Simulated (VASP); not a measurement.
# Rb16Li (a cell with a defect) in VASP: single point with PBE

Aim: the single point of Rb16Li (a cell with a defect) with PBE.

Everything below comes from runs of VASP 6.6.1. Logs are shortened: lines on timing, memory, paths and dates and some standing lists are left out, and cuts for length are marked.

### 1 The cell of the first run

The cell holds a defect, 17 atoms: a = 11.180 Å, b = 11.180 Å, c = 11.180 Å, α = 90.00°, β = 90.00°, γ = 90.00°.

### 2 Single point, PBE

INCAR

```
ALGO = Normal
EDIFF = 1E-6
ENCUT = 520
GGA = PE
ISIF = 2
ISMEAR = 0
LASPH = True
LCHARG = True
LELF = True
LREAL = Auto
LVHAR = True
LWAVE = False
NBANDS = 88
NELM = 100
PREC = Accurate
SIGMA = 0.1
```

KPOINTS

```
k-points
0
Gamma
  1 1 1
```

POSCAR

```
Rb16Li
1.0
   11.1800000000      0.0000000000      0.0000000000
    0.0000000000     11.1800000000      0.0000000000
    0.0000000000      0.0000000000     11.1800000000
Rb Li
16 1
Direct
    0.0001971377      0.0204295170      0.0204461538
    0.4997509839      0.0317010733      0.0312780859
   -0.0001621646      0.4702271914      0.0001638640
   -0.0002373882     -0.0002490161      0.4703007156
    0.2690668157      0.2699581395      0.2699900716
    0.4997674419      0.5011254025     -0.0213225403
    0.4998127013     -0.0210141324      0.5011970483
    0.7306026834      0.2697681574      0.2697480322
   -0.0005103757      0.4916217352      0.4912597496
    0.2550246869      0.7415883721      0.2275194991
    0.2547234347      0.2276437388      0.7413648479
    0.4999451699      0.5346309481      0.5346322004
    0.7446180680      0.7417297853      0.2274012522
    0.7449441860      0.2275626118      0.7415554562
    0.1975258497      0.7498112701      0.7501415921
    0.8016008945      0.7502735242      0.7506770125
    0.4993553667      0.8094135957      0.8090145796
```

Potentials or basis: VASP PAW PBE potentials, release 64 (Rb_sv, Li_sv).

Command:

```bash
cat potpaw_PBE.64/Rb_sv/POTCAR potpaw_PBE.64/Li_sv/POTCAR > POTCAR
mpirun -np 1 vasp_gam > vasp.out
```

OUTCAR:

```text
EDIFF = 1E-6
   ENCUT = 520
   GGA = PE
   ISIF = 2
   ISMEAR = 0
   LASPH = True
   LREAL = Auto
   NELM = 100
   PREC = Accurate

 ion  position               nearest neighbor table
   1  0.000  0.020  0.020-  16 4.81  15 4.81  10 4.82  11 4.82  13 4.82  14 4.82   5 4.96   8 4.96
                             3 5.03   4 5.03   2 5.59   2 5.60
   2  0.500  0.032  0.031-  17 3.51   8 4.57   5 4.57  14 4.78  11 4.78  13 4.78  10 4.78   6 5.28
                             7 5.29  16 5.58   1 5.59  15 5.59   1 5.60
   3  1.000  0.470  0.000-  15 4.74  16 4.74   8 4.81   5 4.81  10 4.88  13 4.88  14 4.88  11 4.88
                             1 5.03   9 5.50   6 5.61   6 5.61   9 5.69
   4  1.000  1.000  0.470-  15 4.74  16 4.74   8 4.82   5 4.82  14 4.88  11 4.88  13 4.88  10 4.88
                             1 5.03   9 5.50   7 5.60   7 5.61   9 5.69
   5  0.269  0.270  0.270-   2 4.57   9 4.62   3 4.81   4 4.82   7 4.89   6 4.89  12 4.92   1 4.96
                             8 5.16  11 5.29  10 5.30
   6  0.500  0.501  0.979-  17 3.93  10 4.74  13 4.74  11 4.89  14 4.89   5 4.89   8 4.89  12 4.98
                            16 5.06  15 5.07   2 5.28   3 5.61   3 5.61
   7  0.500  0.979  0.501-  17 3.93  11 4.74  14 4.74  10 4.89  13 4.89   5 4.89   8 4.89  12 4.98
                            16 5.07  15 5.07   2 5.29   4 5.60   4 5.61
   8  0.731  0.270  0.270-   2 4.57   9 4.62   3 4.81   4 4.82   7 4.89   6 4.89  12 4.92   1 4.96
                             5 5.16  14 5.30  13 5.30
   9  0.999  0.492  0.491-   8 4.62   5 4.62  15 4.65  16 4.65  13 4.96  14 4.96  10 4.97  11 4.97
                             3 5.50   4 5.50  12 5.63  12 5.64   4 5.69   3 5.69
  10  0.255  0.742  0.228-   6 4.74   2 4.78   1 4.82   3 4.88   4 4.88   7 4.89  12 4.96   9 4.97
                             5 5.30  15 5.38  13 5.47  13 5.71
  11  0.255  0.228  0.741-   7 4.74   2 4.78   1 4.82   4 4.88   3 4.88   6 4.89  12 4.96   9 4.97
                             5 5.29  15 5.38  14 5.48  14 5.70
  12  0.500  0.535  0.535-  16 4.80  15 4.80   5 4.92   8 4.92  11 4.96  14 4.96  10 4.96  13 4.96
                             6 4.98   7 4.98   9 5.63   9 5.64
  13  0.745  0.742  0.227-   6 4.74   2 4.78   1 4.82   3 4.88   4 4.88   7 4.89   9 4.96  12 4.96
                             8 5.30  16 5.37  10 5.47  10 5.71
  14  0.745  0.228  0.742-   7 4.74   2 4.78   1 4.82   4 4.88   3 4.88   6 4.89  12 4.96   9 4.96
                             8 5.30  16 5.37  11 5.48  11 5.70
  15  0.198  0.750  0.750-  17 3.50  16 4.43   9 4.65   3 4.74   4 4.74  12 4.80   1 4.81   6 5.07
                             7 5.07  10 5.38  11 5.38   2 5.59
  16  0.802  0.750  0.751-  17 3.50  15 4.43   9 4.65   3 4.74   4 4.74  12 4.80   1 4.81   6 5.06
                             7 5.07  13 5.37  14 5.37   2 5.58
  17  0.499  0.809  0.809-  15 3.50  16 3.50   2 3.51   7 3.93   6 3.93

  LATTYP: Found a simple cubic cell.
 ALAT       =    11.1800000000

  Lattice vectors:

 A1 = (  11.1800000000,   0.0000000000,   0.0000000000)
 A2 = (   0.0000000000,  11.1800000000,   0.0000000000)
 A3 = (   0.0000000000,   0.0000000000,  11.1800000000)

Analysis of symmetry for initial positions (statically):
=====================================================================
 Subroutine PRICEL returns:
 Original cell was already a primitive cell.

 Routine SETGRP: Setting up the symmetry group for a
 simple cubic supercell.

 Subroutine GETGRP returns: Found  1 space group operations
 (whereof  1 operations were pure point group operations)
 out of a pool of 48 trial point group operations.

The static configuration has the point symmetry C_1 .

Analysis of symmetry for dynamics (positions and initial velocities):
=====================================================================
 Subroutine PRICEL returns:
 Original cell was already a primitive cell.

 Routine SETGRP: Setting up the symmetry group for a
 simple cubic supercell.

 Subroutine GETGRP returns: Found  1 space group operations
 (whereof  1 operations were pure point group operations)
 out of a pool of 48 trial point group operations.

The dynamic configuration has the point symmetry C_1 .

 Subroutine INISYM returns: Found  1 space group operations
 (whereof  1 operations are pure point group operations),
 and found     1 'primitive' translations

----------------------------------------------------------------------------------------

                                     Primitive cell

  volume of cell :    1397.4150

  direct lattice vectors                    reciprocal lattice vectors
    11.180000000  0.000000000  0.000000000     0.089445438  0.000000000  0.000000000
     0.000000000 11.180000000  0.000000000     0.000000000  0.089445438  0.000000000
     0.000000000  0.000000000 11.180000000     0.000000000  0.000000000  0.089445438

  length of vectors
    11.180000000 11.180000000 11.180000000     0.089445438  0.089445438  0.089445438

  position of ions in fractional coordinates (direct lattice)
     0.000197138  0.020429517  0.020446154
     0.499750984  0.031701073  0.031278086
     0.999837835  0.470227191  0.000163864
     0.999762612  0.999750984  0.470300716
     0.269066816  0.269958139  0.269990072
     0.499767442  0.501125403  0.978677460
[... 9 lines left out ...]
     0.801600894  0.750273524  0.750677012
     0.499355367  0.809413596  0.809014580

  ion indices of the primitive-cell ions
   primitive index   ion index
                 1           1
                 2           2
                 3           3
                 4           4
                 5           5
                 6           6
[... 9 lines left out ...]
                16          16
                17          17

----------------------------------------------------------------------------------------

 KPOINTS: k-points

Automatic generation of k-mesh.
 Grid dimensions read from file:
 generate k-points for:    1    1    1

 Generating k-lattice:

  Cartesian coordinates                     Fractional coordinates (reciprocal lattice)
     0.089445438  0.000000000  0.000000000     1.000000000  0.000000000  0.000000000
     0.000000000  0.089445438  0.000000000     0.000000000  1.000000000  0.000000000
     0.000000000  0.000000000  0.089445438     0.000000000  0.000000000  1.000000000

  Length of vectors
     0.089445438  0.089445438  0.089445438

  Shift w.r.t. Gamma in fractional coordinates (k-lattice)
     0.000000000  0.000000000  0.000000000

 Subroutine IBZKPT returns following result:
 ===========================================

 Found      1 irreducible k-points:

 Following reciprocal coordinates:
            Coordinates               Weight
  0.000000  0.000000  0.000000      1.000000
   k-points           NKPTS =      1   k-points in BZ     NKDIM =      1   number of bands    NBANDS=     88
   number of dos      NEDOS =    301   number of ions     NIONS =     17
   total plane-waves  NPLWV = 592704
   dimension x,y,z NGX =    84 NGY =   84 NGZ =   84
   dimension x,y,z NGXF=   168 NGYF=  168 NGZF=  168
   ions per type =              16   1
   NGX,Y,Z   is equivalent  to a cutoff of  12.49, 12.49, 12.49 a.u.
   NGXF,Y,Z  is equivalent  to a cutoff of  24.98, 24.98, 24.98 a.u.
 SYSTEM =  unknown system
   PREC   = accura    normal or accurate (medium, high low for compatibility)
   ISTART =      0    job   : 0-new  1-cont  2-samecut
   ICHARG =      2    charge: 1-file 2-atom 10-const
   ISPIN  =      1    spin polarized calculation?
   LNONCOLLINEAR =      F non collinear calculations
   LSORBIT =      F    spin-orbit coupling
   LASPH  =      T    aspherical Exc in radial PAW
   ENCUT  =  520.0 eV  38.22 Ry    6.18 a.u.  20.79 20.79 20.79*2*pi/ulx,y,z
   NELM   =    100;   NELMIN=  2; NELMDL= -5     # of ELM steps
   EDIFF  = 0.1E-05   stopping-criterion for ELM
   LREAL  =      T    real-space projection
   EDIFFG = 0.1E-04   stopping-criterion for IOM
   NSW    =      0    number of steps for IOM
   IBRION =     -1    ionic relax: 0-MD 1-quasi-New 2-CG
   NFREE  =      0    steps in history (QN), initial steepest desc. (CG)
   ISIF   =      2    stress and relaxation
   ISYM   =      2    0-nonsym 1-usesym 2-fastsym
   POTIM  = 0.5000    time-step for ionic-motion
   TEBEG  =    0.0;   TEEND  =   0.0 temperature during run
   PSTRESS=    0.0 pullay stress
   NELECT =     147.0000    total number of electrons
   NUPDOWN=      -1.0000    fix difference up-down
   EMIN   =  10.00;   EMAX   =-10.00  energy-range for DOS
   EFERMI =   0.00;   METHOD = LEGACY
   ISMEAR =     0;   SIGMA  =   0.10  broadening in eV -4-tet -1-fermi 0-gaus
   EFERMI_NEDOS =   21; number of points for ismear=-14 and -15
   IALGO  =     38    algorithm
   IMIX   =      4    mixing-type and parameters
     AMIX     =   0.40;   BMIX     =  1.00
     AMIX_MAG =   1.60;   BMIX_MAG =  1.00
  volume/ion in A,a.u.               =      82.20       554.72
  Fermi-wavevector in a.u.,A,eV,Ry     =   0.772809  1.460397  8.125857  0.597234
  Thomas-Fermi vector in A             =   1.874520
   LORBIT       =      0    0 simple, 1 ext, 2 COOP (PROOUT), +10 PAW based schemes
   GGA     = PE    functional components
   LHFCALC =     F    Hartree Fock is set to
   AEXX    =    0.0000 exact exchange contribution
   IVDW    =     0    specifies the selected vdW correction
   LEPSILON=     F    determine dielectric tensor
   LRPA    =     F    only Hartree local field effects (RPA)
 non-spin polarized calculation
 Gauss-broadening in eV      SIGMA  =   0.10
  energy-cutoff  :      520.00
  volume of cell :     1397.42
 maximum number of plane-waves:     18781
 NGX is ok and might be reduce to    84
   NGX = 41   NGY = 41   NGZ = 41

 number of electron     146.9999992 magnetization

 Free energy of the ion-electron system (eV)
  ---------------------------------------------------
  ext. energy  EPLUGINS =         0.00000000
  ---------------------------------------------------
  free energy    TOTEN  =       -15.30581358 eV

  energy without entropy =      -15.09143743  energy(sigma->0) =      -15.19862551

 E-fermi :   0.2484     XC(G=0):  -5.6207

 val. band max:        0.2375972501   @ k =   0.0000   0.0000   0.0000
 cond. band min:       0.2784940836   @ k =   0.0000   0.0000   0.0000
 fundamental gap:      0.0408968335
 Fermi energy:         0.2484321211

 k-point     1 :       0.0000    0.0000    0.0000
  band No.  band energies     occupation
      1     -47.6055      2.00000
      2     -28.7944      2.00000
      3     -28.7697      2.00000
      4     -28.7689      2.00000
      5     -28.7667      2.00000
      6     -28.7665      2.00000
[... 77 lines left out ...]
     84       0.9475      0.00000
     85       1.3117      0.00000
 [bands above 85 left out]

------------------------ aborting loop because EDIFF is reached ----------------------------------------

  FORCE on cell =-STRESS in cart. coord.  units (eV):
  Direction    XX          YY          ZZ          XY          YZ          ZX
  --------------------------------------------------------------------------------------
  -------------------------------------------------------------------------------------
  Total        2.5014704      1.2402616      1.2487588      0.0017064      0.2966935      0.0027768
  in kB        2.8680092      1.4219963      1.4317386      0.0019565      0.3401678      0.0031837
  external PRESSURE =       1.9072480 kB  Pullay stress =       0.0000000 kB

 VOLUME and BASIS-vectors are now :
 -----------------------------------------------------------------------------
  energy-cutoff  :      520.00
  volume of cell :     1397.42
      direct lattice vectors                 reciprocal lattice vectors
    11.180000000  0.000000000  0.000000000     0.089445438  0.000000000  0.000000000
     0.000000000 11.180000000  0.000000000     0.000000000  0.089445438  0.000000000
     0.000000000  0.000000000 11.180000000     0.000000000  0.000000000  0.089445438

 POSITION                                       TOTAL-FORCE (eV/Angst)
 -----------------------------------------------------------------------------------
      0.00220      0.22840      0.22859        -0.000067     -0.004570     -0.004505
      5.58722      0.35442      0.34969         0.000437      0.015958      0.017140
     11.17819      5.25714      0.00183         0.000297      0.001870      0.003895
     11.17735     11.17722      5.25796         0.000593      0.004703      0.001929
      3.00817      3.01813      3.01849        -0.006070     -0.000604     -0.000395
      5.58740      5.60258     10.94161         0.000209      0.004152      0.004046
[... 9 lines left out ...]
      8.96190      8.38806      8.39257        -0.000576     -0.002945     -0.003599
      5.58279      9.04924      9.04478        -0.004640     -0.013699     -0.015408
 -----------------------------------------------------------------------------------
    total drift:                               -0.003921     -0.001920     -0.004672

  FREE ENERGIE OF THE ION-ELECTRON SYSTEM (eV)
  ---------------------------------------------------
  free  energy   TOTEN  =       -15.3058135805 eV

  energy  without entropy=      -15.0914374332  energy(sigma->0) =      -15.19862551
```

It took 98 s on 1 thread of AMD EPYC 9R45 (Zen 5), shared host; peak memory 0.94 GiB.

Results:

```
Free energy            : -15.3058 eV
Largest force          : 0.023 eV/Å
Band gap on the k mesh : zero (an odd number of electrons rules out a gap without spin polarisation)
```

Forces on the atoms (eV/Å):
```
Rb   0.000 -0.005 -0.005
Rb   0.000  0.016  0.017
Rb   0.000  0.002  0.004
Rb   0.001  0.005  0.002
Rb  -0.006 -0.001  0.000
Rb   0.000  0.004  0.004
Rb   0.000  0.003  0.004
Rb   0.007 -0.001  0.000
Rb   0.000 -0.002 -0.001
Rb   0.001  0.003 -0.002
Rb   0.001 -0.002  0.004
Rb   0.000 -0.005 -0.005
Rb   0.000  0.003 -0.002
Rb   0.000 -0.002  0.003
Rb   0.002 -0.003 -0.003
Rb  -0.001 -0.003 -0.004
Li  -0.005 -0.014 -0.015
```

Caveat: the k points lie up to 0.56 Å⁻¹ apart, too coarse for converged energies and pressures of a metal; the cutoff is under 1.25 times the usual one of these potentials, so pressure, stress and relaxed cells hold a basis-set (Pulay) error.
